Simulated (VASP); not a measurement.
# ZrO (P4_2/mmc) in VASP: relaxation of cell and atoms with PBE

Aim: the relaxation of cell and atoms of ZrO with PBE.

All numbers are computed with VASP 6.6.1; they aren't measurements. Logs are shortened: lines on timing, memory, paths and dates and some standing lists are left out, and cuts for length are marked.

## 1. The cell of the first run

It takes space group P4_2/mmc (No. 131, tetragonal). Conventional cell: a = 3.172 Å, b = 3.172 Å, c = 6.043 Å, α = 90.00°, β = 90.00°, γ = 90.00°. Zr (site symmetry -4m2) has 4 O at 2.19 Å within 2.9 Å. O (site symmetry mmm) has 4 Zr at 2.19 Å within 2.9 Å.

## 2. Relaxation of cell and atoms, PBE

INCAR

```
SYSTEM = ZrO
PREC = Accurate
ENCUT = 600
EDIFF = 1E-7
ISMEAR = 0
SIGMA = 0.1
LREAL = .False.
LASPH = .True.
NELM = 100
ALGO = Normal
ISIF = 3
LWAVE = .False.
LCHARG = .False.
GGA = PE
IBRION = 2
NSW = 100
EDIFFG = -0.01
```

KPOINTS

```
regular mesh
0
Gamma
  14 14 8
  0 0 0
```

POSCAR

```
ZrO
1.0
    3.1724316952      0.0000000000      0.0000000000
    0.0000000000      3.1724316952      0.0000000000
    0.0000000000      0.0000000000      6.0427468284
Zr O
2 2
Direct
    0.5000000000      0.5000000000      0.2500000000
    0.5000000000      0.5000000000      0.7500000000
    0.0000000000      0.5000000000      0.0000000000
    0.5000000000      0.0000000000      0.5000000000
```

Potentials or basis: VASP PAW PBE potentials, release 64 (Zr_sv, O).

Run with:

```
$ cat potpaw_PBE.64/Zr_sv/POTCAR potpaw_PBE.64/O/POTCAR > POTCAR
$ mpirun -np 1 vasp_std > vasp.out
```

OUTCAR:

```text
SYSTEM = ZrO
   PREC = Accurate
   ENCUT = 600
   EDIFF = 1E-7
   ISMEAR = 0
   LREAL = .False.
   LASPH = .True.
   NELM = 100
   ISIF = 3
   GGA = PE
   IBRION = 2
   NSW = 100
   EDIFFG = -0.01

 ion  position               nearest neighbor table
   1  0.500  0.500  0.250-   3 2.19   4 2.19   4 2.19   3 2.19   2 3.02   2 3.02
   2  0.500  0.500  0.750-   3 2.19   4 2.19   4 2.19   3 2.19   1 3.02   1 3.02
   3  0.000  0.500  0.000-   1 2.19   2 2.19   1 2.19   2 2.19
   4  0.500  0.000  0.500-   1 2.19   2 2.19   1 2.19   2 2.19

  LATTYP: Found a simple tetragonal cell.
 ALAT       =     3.1724316952
 C/A-ratio  =     1.9047681429

  Lattice vectors:

 A1 = (   3.1724316952,   0.0000000000,   0.0000000000)
 A2 = (   0.0000000000,   3.1724316952,   0.0000000000)
 A3 = (   0.0000000000,   0.0000000000,   6.0427468284)

Analysis of symmetry for initial positions (statically):
=====================================================================
 Subroutine PRICEL returns:
 Original cell was already a primitive cell.

 Routine SETGRP: Setting up the symmetry group for a
 simple tetragonal supercell.

 Subroutine GETGRP returns: Found 16 space group operations
 (whereof  8 operations were pure point group operations)
 out of a pool of 16 trial point group operations.

The static configuration has the point symmetry D_2h.
 The point group associated with its full space group is D_4h.

Analysis of symmetry for dynamics (positions and initial velocities):
=====================================================================
 Subroutine PRICEL returns:
 Original cell was already a primitive cell.

 Routine SETGRP: Setting up the symmetry group for a
 simple tetragonal supercell.

 Subroutine GETGRP returns: Found 16 space group operations
 (whereof  8 operations were pure point group operations)
 out of a pool of 16 trial point group operations.

The dynamic configuration has the point symmetry D_2h.
 The point group associated with its full space group is D_4h.

 Subroutine INISYM returns: Found 16 space group operations
 (whereof  8 operations are pure point group operations),
 and found     1 'primitive' translations

----------------------------------------------------------------------------------------

                                     Primitive cell

  volume of cell :      60.8162

  direct lattice vectors                    reciprocal lattice vectors
     3.172431695  0.000000000  0.000000000     0.315215613  0.000000000  0.000000000
     0.000000000  3.172431695  0.000000000     0.000000000  0.315215613  0.000000000
     0.000000000  0.000000000  6.042746828     0.000000000  0.000000000  0.165487655

  length of vectors
     3.172431695  3.172431695  6.042746828     0.315215613  0.315215613  0.165487655

  position of ions in fractional coordinates (direct lattice)
     0.500000000  0.500000000  0.250000000
     0.500000000  0.500000000  0.750000000
     0.000000000  0.500000000  0.000000000
     0.500000000  0.000000000  0.500000000

  ion indices of the primitive-cell ions
   primitive index   ion index
                 1           1
                 2           2
                 3           3
                 4           4

----------------------------------------------------------------------------------------

 KPOINTS: regular mesh

Automatic generation of k-mesh.
 Grid dimensions read from file:
 generate k-points for:   14   14    8

 Generating k-lattice:

  Cartesian coordinates                     Fractional coordinates (reciprocal lattice)
     0.022515401  0.000000000  0.000000000     0.071428571  0.000000000  0.000000000
     0.000000000  0.022515401  0.000000000     0.000000000  0.071428571  0.000000000
     0.000000000  0.000000000  0.020685957     0.000000000  0.000000000  0.125000000

  Length of vectors
     0.022515401  0.022515401  0.020685957

  Shift w.r.t. Gamma in fractional coordinates (k-lattice)
     0.000000000  0.000000000  0.000000000

 Subroutine IBZKPT returns following result:
 ===========================================

 Found    180 irreducible k-points:

 Following reciprocal coordinates:
            Coordinates               Weight
  0.000000  0.000000  0.000000      1.000000
  0.071429  0.000000  0.000000      4.000000
  0.142857  0.000000  0.000000      4.000000
  0.214286  0.000000  0.000000      4.000000
  0.285714  0.000000  0.000000      4.000000
  0.357143  0.000000  0.000000      4.000000
[... 16 lines left out ...]
  0.285714  0.214286  0.000000      8.000000
  0.357143  0.214286  0.000000      8.000000
 [... further k-points ...]
   k-points           NKPTS =    180   k-points in BZ     NKDIM =    180   number of bands    NBANDS=     22
   number of dos      NEDOS =    301   number of ions     NIONS =      4
   total plane-waves  NPLWV =  37632
   dimension x,y,z NGX =    28 NGY =   28 NGZ =   48
   dimension x,y,z NGXF=    56 NGYF=   56 NGZF=   96
   ions per type =               2   2
   NGX,Y,Z   is equivalent  to a cutoff of  14.67, 14.67, 13.21 a.u.
   NGXF,Y,Z  is equivalent  to a cutoff of  29.35, 29.35, 26.41 a.u.
 SYSTEM =  ZrO
   PREC   = accura    normal or accurate (medium, high low for compatibility)
   ISTART =      0    job   : 0-new  1-cont  2-samecut
   ICHARG =      2    charge: 1-file 2-atom 10-const
   ISPIN  =      1    spin polarized calculation?
   LNONCOLLINEAR =      F non collinear calculations
   LSORBIT =      F    spin-orbit coupling
   LASPH  =      T    aspherical Exc in radial PAW
   ENCUT  =  600.0 eV  44.10 Ry    6.64 a.u.   6.34  6.34 12.07*2*pi/ulx,y,z
   NELM   =    100;   NELMIN=  2; NELMDL= -5     # of ELM steps
   EDIFF  = 0.1E-06   stopping-criterion for ELM
   LREAL  =      F    real-space projection
   EDIFFG = -.1E-01   stopping-criterion for IOM
   NSW    =    100    number of steps for IOM
   IBRION =      2    ionic relax: 0-MD 1-quasi-New 2-CG
   NFREE  =      1    steps in history (QN), initial steepest desc. (CG)
   ISIF   =      3    stress and relaxation
   ISYM   =      2    0-nonsym 1-usesym 2-fastsym
   POTIM  = 0.5000    time-step for ionic-motion
   TEBEG  =    0.0;   TEEND  =   0.0 temperature during run
   PSTRESS=    0.0 pullay stress
   NELECT =      36.0000    total number of electrons
   NUPDOWN=      -1.0000    fix difference up-down
   EMIN   =  10.00;   EMAX   =-10.00  energy-range for DOS
   EFERMI =   0.00;   METHOD = LEGACY
   ISMEAR =     0;   SIGMA  =   0.10  broadening in eV -4-tet -1-fermi 0-gaus
   EFERMI_NEDOS =   21; number of points for ismear=-14 and -15
   IALGO  =     38    algorithm
   IMIX   =      4    mixing-type and parameters
     AMIX     =   0.40;   BMIX     =  1.00
     AMIX_MAG =   1.60;   BMIX_MAG =  1.00
  volume/ion in A,a.u.               =      15.20       102.60
  Fermi-wavevector in a.u.,A,eV,Ry     =   1.374578  2.597576 25.707722  1.889464
  Thomas-Fermi vector in A             =   2.499992
   LORBIT       =      0    0 simple, 1 ext, 2 COOP (PROOUT), +10 PAW based schemes
   GGA     = PE    functional components
   LHFCALC =     F    Hartree Fock is set to
   AEXX    =    0.0000 exact exchange contribution
   IVDW    =     0    specifies the selected vdW correction
   LEPSILON=     F    determine dielectric tensor
   LRPA    =     F    only Hartree local field effects (RPA)
 conjugate gradient relaxation of ions
 non-spin polarized calculation
 Gauss-broadening in eV      SIGMA  =   0.10
  energy-cutoff  :      600.00
  volume of cell :       60.82
 maximum number of plane-waves:      2052
 NGX is ok and might be reduce to    28
   NGX = 13   NGY = 13   NGZ = 25

--------------------------------------- Ionic step        1  -------------------------------------------

 number of electron      35.9999997 magnetization

 Free energy of the ion-electron system (eV)
  ---------------------------------------------------
  ext. energy  EPLUGINS =         0.00000000
  ---------------------------------------------------
  free energy    TOTEN  =       -34.68995454 eV

  energy without entropy =      -34.67184947  energy(sigma->0) =      -34.68090201

------------------------ aborting loop because EDIFF is reached ----------------------------------------

  FORCE on cell =-STRESS in cart. coord.  units (eV):
  Direction    XX          YY          ZZ          XY          YZ          ZX
  --------------------------------------------------------------------------------------
  -------------------------------------------------------------------------------------
  Total        0.2033460      0.2033460     -0.2173127      0.0000000      0.0000000      0.0000000
  in kB        5.3570696      5.3570696     -5.7250164      0.0000000      0.0000000      0.0000000
  external PRESSURE =       1.6630409 kB  Pullay stress =       0.0000000 kB

 VOLUME and BASIS-vectors are now :
 -----------------------------------------------------------------------------
  energy-cutoff  :      600.00
  volume of cell :       60.82
      direct lattice vectors                 reciprocal lattice vectors
     3.172431695  0.000000000  0.000000000     0.315215613  0.000000000  0.000000000
     0.000000000  3.172431695  0.000000000     0.000000000  0.315215613  0.000000000
     0.000000000  0.000000000  6.042746828     0.000000000  0.000000000  0.165487655
[... 39 lines left out ...]
 POSITION                                       TOTAL-FORCE (eV/Angst)
 -----------------------------------------------------------------------------------
      1.59011      1.59011      1.50673         0.000000      0.000000      0.000000
      1.59011      1.59011      4.52018        -0.000000      0.000000     -0.000000
      3.18021      1.59011      6.02691        -0.000000     -0.000000     -0.000000
      1.59011      3.18021      3.01345        -0.000000     -0.000000     -0.000000
 -----------------------------------------------------------------------------------
    total drift:                                0.000000      0.000000      0.000000

  FREE ENERGIE OF THE ION-ELECTRON SYSTEM (eV)
  ---------------------------------------------------
  free  energy   TOTEN  =       -34.6912911186 eV

  energy  without entropy=      -34.6734798031  energy(sigma->0) =      -34.68238546

--------------------------------------- Ionic step        3  -------------------------------------------

 number of electron      35.9999996 magnetization

 Free energy of the ion-electron system (eV)
  ---------------------------------------------------
  ext. energy  EPLUGINS =         0.00000000
  ---------------------------------------------------
  free energy    TOTEN  =       -34.69248647 eV

  energy without entropy =      -34.67545768  energy(sigma->0) =      -34.68397207

 E-fermi :   8.7870     XC(G=0): -11.0314

 val. band max:        8.7867752578   @ k =   0.2857   0.0000   0.5000
 cond. band min:       8.7890893387   @ k =   0.2143   0.1429   0.5000
 fundamental gap:      0.0023140810
 Fermi energy:         8.7870496549

 k-point     1 :       0.0000    0.0000    0.0000
  band No.  band energies     occupation
      1     -40.9131      2.00000
      2     -40.7958      2.00000
      3     -19.9121      2.00000
      4     -18.7450      2.00000
      5     -18.7450      2.00000
      6     -18.6048      2.00000
[... 14 lines left out ...]
     21      10.6280      0.00000
     22      11.8391      0.00000
[... 552 lines left out ...]
  band No.  band energies     occupation
      1     -40.8464      2.00000
      2     -40.7347      2.00000
      3     -19.6616      2.00000
      4     -19.3500      2.00000
      5     -19.0553      2.00000
      6     -18.9969      2.00000
[... 14 lines left out ...]
     21      10.3419      0.00000
     22      10.8066      0.00000

 [... further k-points ...]
[... 5 lines left out ...]
  --------------------------------------------------------------------------------------
  -------------------------------------------------------------------------------------
  Total        0.0001884      0.0001884     -0.0286233      0.0000000      0.0000000      0.0000000
  in kB        0.0049299      0.0049299     -0.7489879      0.0000000      0.0000000      0.0000000
  external PRESSURE =      -0.2463761 kB  Pullay stress =       0.0000000 kB

 VOLUME and BASIS-vectors are now :
 -----------------------------------------------------------------------------
  energy-cutoff  :      600.00
  volume of cell :       61.23
      direct lattice vectors                 reciprocal lattice vectors
     3.195749475  0.000000000  0.000000000     0.312915642  0.000000000  0.000000000
     0.000000000  3.195749475  0.000000000     0.000000000  0.312915642  0.000000000
     0.000000000  0.000000000  5.995281251     0.000000000  0.000000000  0.166797846

 POSITION                                       TOTAL-FORCE (eV/Angst)
 -----------------------------------------------------------------------------------
      1.59787      1.59787      1.49882        -0.000000     -0.000000     -0.000000
      1.59787      1.59787      4.49646         0.000000     -0.000000     -0.000000
      0.00000      1.59787      0.00000         0.000000      0.000000      0.000000
      1.59787      0.00000      2.99764         0.000000      0.000000      0.000000
 -----------------------------------------------------------------------------------
    total drift:                                0.000000      0.000000      0.000000

  FREE ENERGIE OF THE ION-ELECTRON SYSTEM (eV)
  ---------------------------------------------------
  free  energy   TOTEN  =       -34.6924864698 eV

  energy  without entropy=      -34.6754576769  energy(sigma->0) =      -34.68397207

 reached required accuracy - stopping structural energy minimisation
```

Wall time 7.5 min (1 thread of Intel Xeon Platinum 8488C (Sapphire Rapids), shared host); peak memory 0.38 GiB.

What came out:

- Free energy: -34.6925 eV
- Relaxed volume: 15.31 Å³/atom
- Relaxed cell: a = 3.196 Å, b = 3.196 Å, c = 5.995 Å, α = 90.00°, β = 90.00°, γ = 90.00°
- Space group after relaxing (to 0.05 Å): P4_2/mmc (No. 131)
- Energy gained by relaxing: 0.6 meV/atom
- Ionic steps: 3
- Pressure after relaxing: 0.0 GPa
- Band gap on the k mesh: zero (band 18 reaches 10.04 eV, above the bottom of band 19 at 7.87 eV)

Step by step:
```tsv
step	energy change (eV)	largest force (eV/Å)	pressure (GPa)	volume (Å³)
1	0.0000	0.0000	0.17	60.82
2	-0.0013	0.0000	0.10	60.95
3	-0.0025	0.0000	-0.02	61.23
```

Final structure:
```yaml
crystal:
  lattice:
    - [3.19575, 0.00000, 0.00000]
    - [0.00000, 3.19575, 0.00000]
    - [0.00000, 0.00000, 5.99528]
  atoms:
    - { symbol: Zr, position: [0.50000, 0.50000, 0.25000] }
    - { symbol: Zr, position: [0.50000, 0.50000, 0.75000] }
    - { symbol: O, position: [0.00000, 0.50000, 0.00000] }
    - { symbol: O, position: [0.50000, 0.00000, 0.50000] }
```
